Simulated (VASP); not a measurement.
LuBPd3:

```
Lu B Pd
1.0
     4.09000    0.00000    0.00000
     0.00000    4.09000    0.00000
     0.00000    0.00000    4.09000
Lu B Pd
1 1 3
Direct
  0.00000 0.00000 0.00000
  0.50000 0.50000 0.50000
  0.00000 0.50000 0.50000
  0.50000 0.00000 0.50000
  0.50000 0.50000 0.00000
```

| Property | Result |
| --- | --- |
| Program | VASP 6.6.1 |
| Task | relaxation of cell and atoms |
| Functional | LDA |
| Potentials or basis | VASP PAW PBE potentials, release 64 (Lu, B, Pd) |
| Cutoff | 600 eV |
| k mesh | 8 × 8 × 8 |
| Occupations | fermi-dirac, width 0.05 eV |
| Spin | no spin polarisation |

At the start: pressure 16.6 GPa; volume 13.68 Å³/atom.

Task: How do energy, volume and symmetry change on relaxing?

Result: Over 17 steps the energy falls by 51.9 meV/atom and the volume is 14.76 Å³/atom (+7.9 %); space group Pm-3m (No. 221, to 0.1 Å) before and after.

The path:
| step | energy change (eV) | largest force (eV/Å) | pressure (GPa) | volume (Å³) |
| --- | --- | --- | --- | --- |
| 1 | 0.0000 | 0.0000 | 16.56 | 68.42 |
| 2 | 0.2964 | 0.0000 | -16.56 | 83.40 |
| 3 | -0.2590 | 0.0000 | -0.28 | 74.02 |
| 4 | -0.2592 | 0.0000 | -0.27 | 73.90 |
| 5 | -0.2137 | 0.0000 | 6.35 | 71.47 |
| 6 | -0.2593 | 0.0000 | 0.10 | 73.79 |
| 7 | -0.2593 | 0.0000 | 0.09 | 73.79 |
| 8 | -0.2593 | 0.0000 | 0.09 | 73.79 |
| 9 | -0.2593 | 0.0000 | 0.11 | 73.79 |
| 10 | -0.2593 | 0.0000 | 0.11 | 73.79 |
| 11 | -0.2593 | 0.0000 | 0.10 | 73.79 |
| 12 | -0.2593 | 0.0000 | 0.09 | 73.79 |
| 13 | -0.2593 | 0.0000 | 0.09 | 73.79 |
| 14 | -0.2593 | 0.0000 | 0.09 | 73.79 |
| 15 | -0.2593 | 0.0000 | 0.08 | 73.79 |
| 16 | -0.2593 | 0.0000 | 0.07 | 73.79 |
| 17 | -0.2593 | 0.0000 | 0.05 | 73.80 |

Final structure:
```yaml
crystal:
  lattice:
    - [4.19450, 0.00000, 0.00000]
    - [0.00000, 4.19450, 0.00000]
    - [0.00000, 0.00000, 4.19450]
  atoms:
    - { symbol: Lu, position: [0.00000, 0.00000, 0.00000] }
    - { symbol: B, position: [0.50000, 0.50000, 0.50000] }
    - { symbol: Pd, position: [0.00000, 0.50000, 0.50000] }
    - { symbol: Pd, position: [0.50000, 0.00000, 0.50000] }
    - { symbol: Pd, position: [0.50000, 0.50000, 0.00000] }
```

Caveat: the PAW data sets were made with another functional, which shifts forces and pressure a little.
